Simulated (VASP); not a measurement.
# KBr (Fm-3m) in VASP: notebook, part 2 of 2

VASP 6.6.1. The steps go on from the part before.

### Step 4. Single point, r2SCAN50

The input, POSCAR:

```
KBr
1.0
    0.0000000000      3.3022478201      3.3022478201
    3.3022478201      0.0000000000      3.3022478201
    3.3022478201      3.3022478201      0.0000000000
K Br
1 1
Direct
    0.0000000000      0.0000000000      0.0000000000
    0.5000000000      0.5000000000      0.5000000000
```

The input, INCAR.step1:

```
PREC = Accurate
ENCUT = 520
EDIFF = 1E-5
ISMEAR = 0
SIGMA = 0.01
LREAL = F
LASPH = T
NELM = 100
ALGO = Normal
ISIF = 2
LWAVE = T
LCHARG = F
GGA = PE
NBANDS = 15
```

The input, INCAR.step2:

```
PREC = Accurate
ENCUT = 520
EDIFF = 1E-7
ISMEAR = 0
SIGMA = 0.01
LREAL = F
LASPH = T
NELM = 100
ALGO = Normal
ISIF = 2
LWAVE = F
LCHARG = F
METAGGA = R2SCAN
LHFCALC = T
AEXX = 0.5
LMIXTAU = T
PRECFOCK = Normal
ISTART = 1
NBANDS = 15
```

The input, KPOINTS:

```
regular mesh
0
Gamma
  4 4 4
```

Potentials or basis: VASP PAW PBE potentials, release 64 (K_sv, Br).

Started as:

```console
> cat potpaw_PBE.64/K_sv/POTCAR potpaw_PBE.64/Br/POTCAR > POTCAR
> cp INCAR.step1 INCAR
> mpirun -np 1 vasp_std > vasp.out
> cp INCAR.step2 INCAR
> mpirun -np 1 vasp_std > vasp.out
```

OUTCAR:

```text
PREC = Accurate
   ENCUT = 520
   EDIFF = 1E-7
   ISMEAR = 0
   LREAL = F
   LASPH = T
   NELM = 100
   ISIF = 2
   METAGGA = R2SCAN
   LHFCALC = T
   AEXX = 0.5
   PRECFOCK = Normal
   ISTART = 1

 ion  position               nearest neighbor table
   1  0.000  0.000  0.000-   2 3.30   2 3.30   2 3.30   2 3.30   2 3.30   2 3.30
   2  0.500  0.500  0.500-   1 3.30   1 3.30   1 3.30   1 3.30   1 3.30   1 3.30

[... 324 lines left out ...]
     15      11.9433      0.00000

------------------------ aborting loop because EDIFF is reached ----------------------------------------

  FORCE on cell =-STRESS in cart. coord.  units (eV):
  Direction    XX          YY          ZZ          XY          YZ          ZX
  --------------------------------------------------------------------------------------
  -------------------------------------------------------------------------------------
  Total       -0.1069069     -0.1069069     -0.1069069     -0.0000000     -0.0000000      0.0000000
  in kB       -2.3782492     -2.3782492     -2.3782492     -0.0000000     -0.0000000      0.0000000
  external PRESSURE =      -2.3782492 kB  Pullay stress =       0.0000000 kB

 VOLUME and BASIS-vectors are now :
 -----------------------------------------------------------------------------
  energy-cutoff  :      520.00
  volume of cell :       72.02
      direct lattice vectors                 reciprocal lattice vectors
     0.000000000  3.302247820  3.302247820    -0.151412016  0.151412016  0.151412016
     3.302247820  0.000000000  3.302247820     0.151412016 -0.151412016  0.151412016
     3.302247820  3.302247820  0.000000000     0.151412016  0.151412016 -0.151412016

 POSITION                                       TOTAL-FORCE (eV/Angst)
 -----------------------------------------------------------------------------------
      0.00000      0.00000      0.00000         0.000000      0.000000      0.000000
      3.30225      3.30225      3.30225        -0.000000      0.000000     -0.000000
 -----------------------------------------------------------------------------------
    total drift:                                0.000000      0.000000     -0.000000

  FREE ENERGIE OF THE ION-ELECTRON SYSTEM (eV)
  ---------------------------------------------------
  free  energy   TOTEN  =       -17.8454830918 eV

  energy  without entropy=      -17.8454830918  energy(sigma->0) =      -17.84548309
```

OUTCAR.step1:

```text
PREC = Accurate
   ENCUT = 520
   EDIFF = 1E-5
   ISMEAR = 0
   LREAL = F
   LASPH = T
[... 346 lines left out ...]
 -----------------------------------------------------------------------------------
      0.00000      0.00000      0.00000         0.000000      0.000000      0.000000
      3.30225      3.30225      3.30225        -0.000000     -0.000000     -0.000000
 -----------------------------------------------------------------------------------
    total drift:                                0.000000      0.000000      0.000000

  FREE ENERGIE OF THE ION-ELECTRON SYSTEM (eV)
  ---------------------------------------------------
  free  energy   TOTEN  =        -6.2153567318 eV

  energy  without entropy=       -6.2153567318  energy(sigma->0) =       -6.21535673
```

OSZICAR.step1:

```text
N       E                     dE             d eps       ncg     rms          rms(c)
DAV:   1     0.106485669461E+03    0.10649E+03   -0.69313E+03   240   0.945E+02
DAV:   2     0.110116503114E+01   -0.10538E+03   -0.97177E+02   317   0.238E+02
DAV:   3    -0.605573619985E+01   -0.71569E+01   -0.71098E+01   318   0.541E+01
DAV:   4    -0.638598514457E+01   -0.33025E+00   -0.33012E+00   382   0.974E+00
DAV:   5    -0.638868414821E+01   -0.26990E-02   -0.26990E-02   311   0.101E+00    0.310E+00
DAV:   6    -0.621651974125E+01    0.17216E+00   -0.21966E-01   289   0.224E+00    0.226E+00
DAV:   7    -0.620530875095E+01    0.11211E-01   -0.10699E-01   324   0.175E+00    0.103E+00
DAV:   8    -0.621429359365E+01   -0.89848E-02   -0.11485E-02   263   0.791E-01    0.120E-01
DAV:   9    -0.621503322313E+01   -0.73963E-03   -0.73708E-04   303   0.163E-01    0.762E-02
DAV:  10    -0.621533889584E+01   -0.30567E-03   -0.31277E-04   247   0.101E-01    0.125E-02
DAV:  11    -0.621535507060E+01   -0.16175E-04   -0.26487E-05   297   0.285E-02    0.573E-03
DAV:  12    -0.621535673183E+01   -0.16612E-05   -0.40844E-06   183   0.132E-02
   1 F= -.62153567E+01 E0= -.62153567E+01  d E =-.110630E-16
```

Wall time 9.1 min (1 thread of Intel Xeon Platinum 8488C (Sapphire Rapids), shared host); peak memory 0.23 GiB.

Results:

```yaml
Free_energy: -17.8455 eV
Pressure: -0.2 GPa
Band_gap_on_the_k_mesh: 8.27 eV, direct
```

Levels at points of the mesh, in eV from the valence-band top:
| k point | band 6 | band 7 | band 8 | band 9 | band 10 | band 11 |
| --- | --- | --- | --- | --- | --- | --- |
| (0.00, 0.00, 0.00) | 0.00 | 0.00 | 0.00 | 8.27 | 11.94 | 11.94 |
| (0.50, 0.00, 0.00) | -1.34 | -0.37 | -0.37 | 10.40 | 12.51 | 14.34 |
| (0.50, 0.50, 0.00) | -0.97 | -0.34 | -0.34 | 9.78 | 11.42 | 13.58 |

Caveat: the PAW data sets were made with another functional, which shifts forces and pressure a little.

### Step 5. Single point, PBE-based global hybrid

POSCAR is that of step 4.

The input, INCAR.step1:

```
SYSTEM = KBr
PREC     = Accurate       ! precision mode
ENCUT    = 520            ! plane-wave cutoff, eV
EDIFF    = 1E-5           ! SCF threshold, eV
ISMEAR   = 0              ! smearing method
SIGMA    = 0.01           ! smearing width, eV
LREAL    = .FALSE.        ! projectors in reciprocal space
LASPH    = .TRUE.         ! aspherical terms in the spheres
NELM     = 80             ! most SCF steps
ALGO     = Normal         ! electronic algorithm
ISIF     = 2              ! what is computed and relaxed
LWAVE    = .TRUE.         ! write WAVECAR
LCHARG   = .FALSE.        ! write CHGCAR
NBANDS   = 15             ! bands
GGA      = PE             ! functional
```

The input, INCAR.step2:

```
SYSTEM = KBr
PREC     = Accurate       ! precision mode
ENCUT    = 520            ! plane-wave cutoff, eV
EDIFF    = 1E-6           ! SCF threshold, eV
ISMEAR   = 0              ! smearing method
SIGMA    = 0.01           ! smearing width, eV
LREAL    = .FALSE.        ! projectors in reciprocal space
LASPH    = .TRUE.         ! aspherical terms in the spheres
NELM     = 80             ! most SCF steps
ALGO     = Normal         ! electronic algorithm
ISIF     = 2              ! what is computed and relaxed
LWAVE    = .FALSE.        ! write WAVECAR
LCHARG   = .FALSE.        ! write CHGCAR
GGA      = PE             ! functional
LHFCALC  = .TRUE.         ! exact exchange
AEXX     = 0.15           ! exact-exchange fraction
PRECFOCK = Normal       
NBANDS   = 15             ! bands
ISTART   = 1
```

The input, KPOINTS:

```
Automatic mesh
0
G
  4 4 4
  0 0 0
```

Started as:

```console
> cat potpaw_PBE.64/K_sv/POTCAR potpaw_PBE.64/Br/POTCAR > POTCAR
> cp INCAR.step1 INCAR
> mpirun -np 1 vasp_std > vasp.out
> cp INCAR.step2 INCAR
> mpirun -np 1 vasp_std > vasp.out
```

Wall time 5 min (1 thread of Intel Xeon Platinum 8488C (Sapphire Rapids), shared host); peak memory 0.21 GiB.

The run converged. Its results:

```
Free energy            : -7.0939 eV
Pressure               : 0.5 GPa
Band gap on the k mesh : 5.56 eV, direct
```

Levels at points of the mesh, in eV from the valence-band top:
| k point | band 6 | band 7 | band 8 | band 9 | band 10 | band 11 |
| --- | --- | --- | --- | --- | --- | --- |
| (0.00, 0.00, 0.00) | 0.00 | 0.00 | 0.00 | 5.56 | 8.88 | 8.88 |
| (0.50, 0.00, 0.00) | -1.22 | -0.34 | -0.34 | 7.72 | 9.50 | 11.20 |
| (0.50, 0.50, 0.00) | -0.86 | -0.30 | -0.30 | 7.03 | 8.42 | 10.71 |

Caveat: the PAW data sets were made with another functional, which shifts forces and pressure a little.

### Step 6. Single point, HSE06

POSCAR is that of step 5.

The input, INCAR.step1:

```
  ALGO = Normal
  EDIFF = 1E-5
  ENCUT = 520
  GGA = PE
  ISIF = 2
  ISMEAR = 0
  LASPH = True
  LCHARG = False
  LREAL = False
  LWAVE = True
  NBANDS = 15
  NELM = 60
  PREC = Accurate
  SIGMA = 0.001
```

The input, INCAR.step2:

```
  ALGO = Normal
  EDIFF = 1E-7
  ENCUT = 520
  GGA = PE
  HFSCREEN = 0.2079
  ISIF = 2
  ISMEAR = 0
  ISTART = 1
  LASPH = True
  LCHARG = False
  LHFCALC = True
  LREAL = False
  LWAVE = False
  NBANDS = 15
  NELM = 60
  PREC = Accurate
  PRECFOCK = Normal
  SIGMA = 0.001
```

The input, KPOINTS:

```
k-points
0
Gamma
  4 4 4
```

Potentials or basis: VASP PAW PBE potentials, release 64 (K_sv, Br).

Started as:

```console
> cat potpaw_PBE.64/K_sv/POTCAR potpaw_PBE.64/Br/POTCAR > POTCAR
> cp INCAR.step1 INCAR
> mpirun -np 1 vasp_std > vasp.out
> cp INCAR.step2 INCAR
> mpirun -np 1 vasp_std > vasp.out
```

Wall time 6.3 min (1 thread of Intel Xeon Platinum 8488C (Sapphire Rapids), shared host); peak memory 0.32 GiB.

Results (log left out):

```
Free energy            : -7.1695 eV
Pressure               : 0.5 GPa
Band gap on the k mesh : 5.59 eV, direct
```

Levels at points of the mesh, in eV from the valence-band top:
```csv
k point,band 6,band 7,band 8,band 9,band 10,band 11
"(0.00, 0.00, 0.00)",0.00,0.00,0.00,5.59,8.97,8.97
"(0.50, 0.00, 0.00)",-1.23,-0.34,-0.34,7.74,9.58,11.37
"(0.50, 0.50, 0.00)",-0.86,-0.31,-0.31,7.07,8.48,10.77
```

Caveat: the PAW data sets were made with another functional, which shifts forces and pressure a little.

### Step 7. Summary

| level | smearing | screening parameter | share of exact exchange | gap on the mesh (eV) | pressure (GPa) |
| --- | --- | --- | --- | --- | --- |
| HSE06 | gaussian 0.01 eV | 0.2079 1/Å | - | 5.59 | 0.5 |
| PBE-based global hybrid | gaussian 0.01 eV | - | 0.05 | 4.80 | 0.7 |
| r2SCAN50 | gaussian 0.01 eV | - | - | 8.27 | -0.2 |
| PBE-based global hybrid | gaussian 0.01 eV | - | 0.15 | 5.56 | 0.5 |
| HSE06 | gaussian 0.001 eV | 0.2079 1/Å | - | 5.59 | 0.5 |

Alike in all rows: task single point; potentials or basis VASP PAW PBE potentials, release 64 (K_sv, Br); no spin polarisation; cell as given; k mesh 4 × 4 × 4; cutoff (eV) 520.

On the cell as given the gap runs from 4.80 eV (PBE-based global hybrid) to 8.27 eV (r2SCAN50). The pressure there spans -0.2 GPa (r2SCAN50) to 0.7 GPa (PBE-based global hybrid); a positive pressure means that this level wants a larger cell, a negative one a smaller.

Caveats: the PAW data sets were made with another functional, which shifts forces and pressure a little.

Total energies depend on the potentials used, so only differences within one code and one set of settings carry meaning.
